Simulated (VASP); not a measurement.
# GeP5 (F-43m) in VASP: further runs

Runs on GeP5. Level: PBE. Tasks: relaxation of cell and atoms, single point.

Everything below comes from runs of VASP 6.6.1. Logs are shortened: lines on timing, memory, paths and dates and some standing lists are left out, and cuts for length are marked.

## (1) The cell of the first run

It takes space group F-43m (No. 216, cubic). The conventional cell has a = 7.635 Å, b = 7.635 Å, c = 7.635 Å, α = 90.00°, β = 90.00°, γ = 90.00°. Within 4.2 Å of Ge (site symmetry -43m) lie 16 P at 3.17 to 3.31 Å. Within 4.2 Å of P (site symmetry -43m) lie 12 P at 3.17 Å and 4 Ge at 3.31 Å. Within 3.6 Å of P (site symmetry 3m) lie 9 P at 2.70 to 3.17 Å and 3 Ge at 3.17 Å.

The cell was generated, and may not be a known phase.

## (2) Relaxation of cell and atoms, PBE

INCAR

```
PREC = Accurate ; ENCUT = 600
EDIFF = 1E-6 ; ISMEAR = 0
SIGMA = 0.1 ; LREAL = False
LASPH = True ; NELM = 80
ALGO = Normal ; ISIF = 3
LWAVE = False ; LCHARG = False
GGA = PE ; IBRION = 2
NSW = 90 ; EDIFFG = -0.04
```

KPOINTS

```
regular mesh
0
Gamma
  4 4 4
```

POSCAR

```
GeP5
1.0
    0.0000000000      3.8175785900      3.8175785900
    3.8175785900      0.0000000000      3.8175785900
    3.8175785900      3.8175785900      0.0000000000
Ge P
1 5
Direct
    0.0000000000      0.0000000000      0.0000000000
    0.7500000000      0.7500000000      0.7500000000
    0.3750000000      0.3750000000      0.8750000000
    0.3750000000      0.8750000000      0.3750000000
    0.8750000000      0.3750000000      0.3750000000
    0.3750000000      0.3750000000      0.3750000000
```

Potentials or basis: VASP PAW PBE potentials, release 64 (Ge_d, P).

Started as:

```bash
cat potpaw_PBE.64/Ge_d/POTCAR potpaw_PBE.64/P/POTCAR > POTCAR
mpirun -np 1 vasp_std > vasp.out
```

OUTCAR:

```text
PREC = Accurate
   ENCUT = 600
   EDIFF = 1E-6
   ISMEAR = 0
   LREAL = False
   LASPH = True
   NELM = 80
   ISIF = 3
   GGA = PE
   IBRION = 2
   NSW = 90
   EDIFFG = -0.04

 ion  position               nearest neighbor table
   1  0.000  0.000  0.000-
   2  0.750  0.750  0.750-
   3  0.375  0.375  0.875-   6 2.70   4 2.70   5 2.70   6 2.70   4 2.70   5 2.70
   4  0.375  0.875  0.375-   6 2.70   3 2.70   3 2.70   5 2.70   6 2.70   5 2.70
   5  0.875  0.375  0.375-   6 2.70   3 2.70   4 2.70   3 2.70   4 2.70   6 2.70
   6  0.375  0.375  0.375-   3 2.70   4 2.70   5 2.70   3 2.70   4 2.70   5 2.70

  LATTYP: Found a face centered cubic cell.
 ALAT       =     7.6351571800

  Lattice vectors:

 A1 = (   0.0000000000,   3.8175785900,   3.8175785900)
 A2 = (   3.8175785900,   0.0000000000,   3.8175785900)
 A3 = (   3.8175785900,   3.8175785900,   0.0000000000)

Analysis of symmetry for initial positions (statically):
=====================================================================
 Subroutine PRICEL returns:
 Original cell was already a primitive cell.

 Routine SETGRP: Setting up the symmetry group for a
 face centered cubic supercell.

 Subroutine GETGRP returns: Found 24 space group operations
 (whereof 24 operations were pure point group operations)
 out of a pool of 48 trial point group operations.

The static configuration has the point symmetry T_d .

Analysis of symmetry for dynamics (positions and initial velocities):
=====================================================================
 Subroutine PRICEL returns:
 Original cell was already a primitive cell.

 Routine SETGRP: Setting up the symmetry group for a
 face centered cubic supercell.

 Subroutine GETGRP returns: Found 24 space group operations
 (whereof 24 operations were pure point group operations)
 out of a pool of 48 trial point group operations.

The dynamic configuration has the point symmetry T_d .

 Subroutine INISYM returns: Found 24 space group operations
 (whereof 24 operations are pure point group operations),
 and found     1 'primitive' translations

----------------------------------------------------------------------------------------

                                     Primitive cell

  volume of cell :     111.2741

  direct lattice vectors                    reciprocal lattice vectors
     0.000000000  3.817578590  3.817578590    -0.130973073  0.130973073  0.130973073
     3.817578590  0.000000000  3.817578590     0.130973073 -0.130973073  0.130973073
     3.817578590  3.817578590  0.000000000     0.130973073  0.130973073 -0.130973073

  length of vectors
     5.398871417  5.398871417  5.398871417     0.226852017  0.226852017  0.226852017

  position of ions in fractional coordinates (direct lattice)
     0.000000000  0.000000000  0.000000000
     0.750000000  0.750000000  0.750000000
     0.375000000  0.375000000  0.875000000
     0.375000000  0.875000000  0.375000000
     0.875000000  0.375000000  0.375000000
     0.375000000  0.375000000  0.375000000

  ion indices of the primitive-cell ions
   primitive index   ion index
                 1           1
                 2           2
                 3           3
                 4           4
                 5           5
                 6           6

----------------------------------------------------------------------------------------

 KPOINTS: regular mesh

Automatic generation of k-mesh.
 Grid dimensions read from file:
 generate k-points for:    4    4    4

 Generating k-lattice:

  Cartesian coordinates                     Fractional coordinates (reciprocal lattice)
    -0.032743268  0.032743268  0.032743268     0.250000000  0.000000000  0.000000000
     0.032743268 -0.032743268  0.032743268     0.000000000  0.250000000  0.000000000
     0.032743268  0.032743268 -0.032743268     0.000000000  0.000000000  0.250000000

  Length of vectors
     0.056713004  0.056713004  0.056713004

  Shift w.r.t. Gamma in fractional coordinates (k-lattice)
     0.000000000  0.000000000  0.000000000

 Subroutine IBZKPT returns following result:
 ===========================================

 Found      8 irreducible k-points:

 Following reciprocal coordinates:
            Coordinates               Weight
  0.000000  0.000000  0.000000      1.000000
  0.250000  0.000000  0.000000      8.000000
  0.500000  0.000000  0.000000      4.000000
  0.250000  0.250000  0.000000      6.000000
  0.500000  0.250000  0.000000     24.000000
 -0.250000  0.250000  0.000000     12.000000
  0.500000  0.500000  0.000000      3.000000
 -0.250000  0.500000  0.250000      6.000000
   k-points           NKPTS =      8   k-points in BZ     NKDIM =      8   number of bands    NBANDS=     23
   number of dos      NEDOS =    301   number of ions     NIONS =      6
   total plane-waves  NPLWV = 110592
   dimension x,y,z NGX =    48 NGY =   48 NGZ =   48
   dimension x,y,z NGXF=    96 NGYF=   96 NGZF=   96
   ions per type =               1   5
   NGX,Y,Z   is equivalent  to a cutoff of  14.78, 14.78, 14.78 a.u.
   NGXF,Y,Z  is equivalent  to a cutoff of  29.56, 29.56, 29.56 a.u.
 SYSTEM =  unknown system
   PREC   = accura    normal or accurate (medium, high low for compatibility)
   ISTART =      0    job   : 0-new  1-cont  2-samecut
   ICHARG =      2    charge: 1-file 2-atom 10-const
   ISPIN  =      1    spin polarized calculation?
   LNONCOLLINEAR =      F non collinear calculations
   LSORBIT =      F    spin-orbit coupling
   LASPH  =      T    aspherical Exc in radial PAW
   ENCUT  =  600.0 eV  44.10 Ry    6.64 a.u.  10.78 10.78 10.78*2*pi/ulx,y,z
   NELM   =     80;   NELMIN=  2; NELMDL= -5     # of ELM steps
   EDIFF  = 0.1E-05   stopping-criterion for ELM
   LREAL  =      F    real-space projection
   EDIFFG = -.4E-01   stopping-criterion for IOM
   NSW    =     90    number of steps for IOM
   IBRION =      2    ionic relax: 0-MD 1-quasi-New 2-CG
   NFREE  =      1    steps in history (QN), initial steepest desc. (CG)
   ISIF   =      3    stress and relaxation
   ISYM   =      2    0-nonsym 1-usesym 2-fastsym
   POTIM  = 0.5000    time-step for ionic-motion
   TEBEG  =    0.0;   TEEND  =   0.0 temperature during run
   PSTRESS=    0.0 pullay stress
   NELECT =      39.0000    total number of electrons
   NUPDOWN=      -1.0000    fix difference up-down
   EMIN   =  10.00;   EMAX   =-10.00  energy-range for DOS
   EFERMI =   0.00;   METHOD = LEGACY
   ISMEAR =     0;   SIGMA  =   0.10  broadening in eV -4-tet -1-fermi 0-gaus
   EFERMI_NEDOS =   21; number of points for ismear=-14 and -15
   IALGO  =     38    algorithm
   IMIX   =      4    mixing-type and parameters
     AMIX     =   0.40;   BMIX     =  1.00
     AMIX_MAG =   1.60;   BMIX_MAG =  1.00
  volume/ion in A,a.u.               =      18.55       125.15
  Fermi-wavevector in a.u.,A,eV,Ry     =   1.154246  2.181209 18.126822  1.332284
  Thomas-Fermi vector in A             =   2.290884
   LORBIT       =      0    0 simple, 1 ext, 2 COOP (PROOUT), +10 PAW based schemes
   GGA     = PE    functional components
   LHFCALC =     F    Hartree Fock is set to
   AEXX    =    0.0000 exact exchange contribution
   IVDW    =     0    specifies the selected vdW correction
   LEPSILON=     F    determine dielectric tensor
   LRPA    =     F    only Hartree local field effects (RPA)
 conjugate gradient relaxation of ions
 non-spin polarized calculation
 Gauss-broadening in eV      SIGMA  =   0.10
  energy-cutoff  :      600.00
  volume of cell :      111.27
 maximum number of plane-waves:      3733
 NGX is ok and might be reduce to    48
   NGX = 21   NGY = 21   NGZ = 21

--------------------------------------- Ionic step        1  -------------------------------------------

 number of electron      38.9999999 magnetization

 Free energy of the ion-electron system (eV)
  ---------------------------------------------------
  ext. energy  EPLUGINS =         0.00000000
  ---------------------------------------------------
  free energy    TOTEN  =       -26.63569638 eV

  energy without entropy =      -26.61529621  energy(sigma->0) =      -26.62549629

------------------------ aborting loop because EDIFF is reached ----------------------------------------

  FORCE on cell =-STRESS in cart. coord.  units (eV):
  Direction    XX          YY          ZZ          XY          YZ          ZX
  --------------------------------------------------------------------------------------
  -------------------------------------------------------------------------------------
  Total       -6.9743102     -6.9743102     -6.9743102      0.0000000     -0.0000000     -0.0000000
  in kB     -100.4194609   -100.4194609   -100.4194609      0.0000000     -0.0000000     -0.0000000
  external PRESSURE =    -100.4194609 kB  Pullay stress =       0.0000000 kB

 VOLUME and BASIS-vectors are now :
 -----------------------------------------------------------------------------
  energy-cutoff  :      600.00
  volume of cell :      111.27
      direct lattice vectors                 reciprocal lattice vectors
     0.000000000  3.817578590  3.817578590    -0.130973073  0.130973073  0.130973073
     3.817578590  0.000000000  3.817578590     0.130973073 -0.130973073  0.130973073
     3.817578590  3.817578590  0.000000000     0.130973073  0.130973073 -0.130973073

 POSITION                                       TOTAL-FORCE (eV/Angst)
 -----------------------------------------------------------------------------------
      0.00000      0.00000      0.00000        -0.000000     -0.000000      0.000000
      5.72637      5.72637      5.72637        -0.000000     -0.000000      0.000000
      4.77197      4.77197      2.86318         0.000887      0.000887     -0.000887
      4.77197      2.86318      4.77197         0.000887     -0.000887      0.000887
      2.86318      4.77197      4.77197        -0.000887      0.000887      0.000887
      2.86318      2.86318      2.86318        -0.000887     -0.000887     -0.000887
 -----------------------------------------------------------------------------------
    total drift:                               -0.000000     -0.000000      0.000000
[... 270 lines left out ...]
 POSITION                                       TOTAL-FORCE (eV/Angst)
 -----------------------------------------------------------------------------------
      0.00000      0.00000      0.00000        -0.000000      0.000000     -0.000000
      5.40403      5.40403      5.40403         0.000000      0.000000     -0.000000
      4.47613      4.47613      2.72925        -0.010037     -0.010037      0.010037
      4.47613      2.72925      4.47613        -0.010037      0.010037     -0.010037
      2.72925      4.47613      4.47613         0.010037     -0.010037     -0.010037
      2.72925      2.72925      2.72925         0.010037      0.010037      0.010037
 -----------------------------------------------------------------------------------
    total drift:                               -0.000000     -0.000000      0.000000

  FREE ENERGIE OF THE ION-ELECTRON SYSTEM (eV)
  ---------------------------------------------------
  free  energy   TOTEN  =       -27.2956863890 eV

  energy  without entropy=      -27.2915438889  energy(sigma->0) =      -27.29361514

--------------------------------------- Ionic step        9  -------------------------------------------

 number of electron      38.9999998 magnetization

 Free energy of the ion-electron system (eV)
  ---------------------------------------------------
  ext. energy  EPLUGINS =         0.00000000
  ---------------------------------------------------
  free energy    TOTEN  =       -27.29840370 eV

  energy without entropy =      -27.29427012  energy(sigma->0) =      -27.29633691

 E-fermi :   8.9892     XC(G=0): -11.2492

 val. band max:        8.9849973559   @ k =   0.5000   0.0000   0.0000
 cond. band min:       9.2188460205   @ k =   0.2500   0.0000   0.0000
 fundamental gap:      0.2338486647
 Fermi energy:         8.9891844997

 k-point     1 :       0.0000    0.0000    0.0000
  band No.  band energies     occupation
      1     -16.4756      2.00000
      2     -16.4756      2.00000
      3     -16.4748      2.00000
      4     -16.4748      2.00000
      5     -16.4748      2.00000
      6      -7.2440      2.00000
[... 15 lines left out ...]
     22      11.8421      0.00000
     23      11.8421      0.00000

 k-point     2 :       0.2500    0.0000    0.0000
  band No.  band energies     occupation
      1     -16.4757      2.00000
      2     -16.4757      2.00000
      3     -16.4748      2.00000
      4     -16.4746      2.00000
      5     -16.4746      2.00000
      6      -6.8143      2.00000
[... 184 lines left out ...]
 VOLUME and BASIS-vectors are now :
 -----------------------------------------------------------------------------
  energy-cutoff  :      600.00
  volume of cell :       94.88
      direct lattice vectors                 reciprocal lattice vectors
     0.000000000  3.620111452  3.620111452    -0.138117295  0.138117295  0.138117295
     3.620111452 -0.000000000  3.620111452     0.138117295 -0.138117295  0.138117295
     3.620111452  3.620111452 -0.000000000     0.138117295  0.138117295 -0.138117295

 POSITION                                       TOTAL-FORCE (eV/Angst)
 -----------------------------------------------------------------------------------
      0.00000      0.00000      0.00000        -0.000000      0.000000     -0.000000
      5.43017      5.43017      5.43017        -0.000000      0.000000     -0.000000
      4.49113      4.49113      2.74909        -0.000175     -0.000175      0.000175
      4.49113      2.74909      4.49113        -0.000175      0.000175     -0.000175
      2.74909      4.49113      4.49113         0.000175     -0.000175     -0.000175
      2.74909      2.74909      2.74909         0.000175      0.000175      0.000175
 -----------------------------------------------------------------------------------
    total drift:                               -0.000000     -0.000000      0.000000

  FREE ENERGIE OF THE ION-ELECTRON SYSTEM (eV)
  ---------------------------------------------------
  free  energy   TOTEN  =       -27.2984036996 eV

  energy  without entropy=      -27.2942701175  energy(sigma->0) =      -27.29633691

 reached required accuracy - stopping structural energy minimisation
```

Run time: 7.3 min. Hardware: 1 thread of Intel Xeon 8259CL, shared host; peak memory 0.34 GiB.

Results:

* Free energy: -27.2984 eV
* Relaxed volume: 15.81 Å³/atom
* Relaxed cell: a = 5.120 Å, b = 5.120 Å, c = 5.120 Å, α = 60.00°, β = 60.00°, γ = 60.00°
* Space group after relaxing (to 0.1 Å): F-43m (No. 216)
* Energy gained by relaxing: 110.5 meV/atom
* Ionic steps: 9
* Pressure after relaxing: -0.2 GPa
* Band gap on the k mesh: zero (an odd number of electrons rules out a gap without spin polarisation)

The path:
| step | energy change (eV) | largest force (eV/Å) | pressure (GPa) | volume (Å³) |
| --- | --- | --- | --- | --- |
| 1 | 0.0000 | 0.0015 | -10.04 | 111.27 |
| 2 | -0.6366 | 0.2012 | 0.14 | 93.58 |
| 3 | -0.6367 | 0.1997 | 0.02 | 93.74 |
| 4 | -0.6364 | 0.1970 | -0.27 | 94.07 |
| 5 | -0.6436 | 0.1775 | -0.14 | 93.96 |
| 6 | -0.6587 | 0.0734 | 0.47 | 93.63 |
| 7 | -0.6289 | 0.2668 | 2.88 | 92.98 |
| 8 | -0.6600 | 0.0174 | 0.77 | 93.52 |
| 9 | -0.6627 | 0.0003 | -0.17 | 94.88 |

Final structure:
```
Ge P
1.0
     0.00000    3.62011    3.62011
     3.62011    0.00000    3.62011
     3.62011    3.62011    0.00000
Ge P
1 5
Direct
  0.00000 0.00000 0.00000
  0.75000 0.75000 0.75000
  0.37970 0.37970 0.86091
  0.37970 0.86091 0.37970
  0.86091 0.37970 0.37970
  0.37970 0.37970 0.37970
```

Caveat: an odd number of electrons without spin polarisation forces a metal; a magnetic or distorted state may lie lower.

## (3) Single point, PBE

This run uses another cell than the first one, of 16.98 Å³/atom.

INCAR

```
PREC     = Accurate       # precision mode
ENCUT    = 520            # plane-wave cutoff, eV
EDIFF    = 1E-6           # SCF threshold, eV
ISMEAR   = 0              # smearing method
SIGMA    = 0.1            # smearing width, eV
LREAL    = F              # projectors in reciprocal space
LASPH    = T              # aspherical terms in the spheres
NELM     = 60             # most SCF steps
ALGO     = Normal         # electronic algorithm
ISIF     = 2              # what is computed and relaxed
LWAVE    = F              # write WAVECAR
LCHARG   = F              # write CHGCAR
GGA      = PE             # functional
NBANDS   = 28             # bands
```

KPOINTS

```
regular mesh
0
Gamma
  10 10 10
```

POSCAR

```
GeP5
1.0
    0.0000000000      3.7066400119      3.7066400119
    3.7066400119      0.0000000000      3.7066400119
    3.7066400119      3.7066400119      0.0000000000
Ge P
1 5
Direct
    0.0000000000      0.0000000000      0.0000000000
    0.2500000000      0.2500000000      0.2500000000
    0.6113756436      0.6113756436      0.6113756436
    0.1658730693      0.6113756436      0.6113756436
    0.6113756436      0.6113756436      0.1658730693
    0.6113756436      0.1658730693      0.6113756436
```

Potentials or basis: VASP PAW PBE potentials, release 64 (Ge_d, P).

Started as:

```bash
cat potpaw_PBE.64/Ge_d/POTCAR potpaw_PBE.64/P/POTCAR > POTCAR
mpirun -np 1 vasp_std > vasp.out
```

It took 3.6 min on 1 thread of Intel Xeon 8259CL, shared host; peak memory 0.3 GiB.

Results (log left out):

```
Free energy            : -26.9615 eV
Pressure               : -0.2 GPa
Largest force          : 0.081 eV/Å
Band gap on the k mesh : zero (an odd number of electrons rules out a gap without spin polarisation)
```

Forces on the atoms (eV/Å):
```
Ge   0.000  0.000  0.000
P    0.000  0.000  0.000
P   -0.047 -0.047 -0.047
P   -0.047  0.047  0.047
P    0.047  0.047 -0.047
P    0.047 -0.047  0.047
```

Levels at points of the mesh, in eV from the Fermi level:
```tsv
k point	band 18	band 19	band 20	band 21	band 22	band 23
(0.00, 0.00, 0.00)	-2.30	-2.30	-2.30	2.62	2.62	2.62
(0.50, 0.00, 0.00)	-1.52	-1.52	-0.08	1.28	1.77	1.77
(0.50, 0.50, 0.00)	-1.73	-1.29	-0.17	0.19	0.51	1.12
```

Caveat: an odd number of electrons without spin polarisation forces a metal; a magnetic or distorted state may lie lower.

[end of part 1 of 2]

The gap in the log of VASP goes by the Fermi energy; the results here count the filled bands.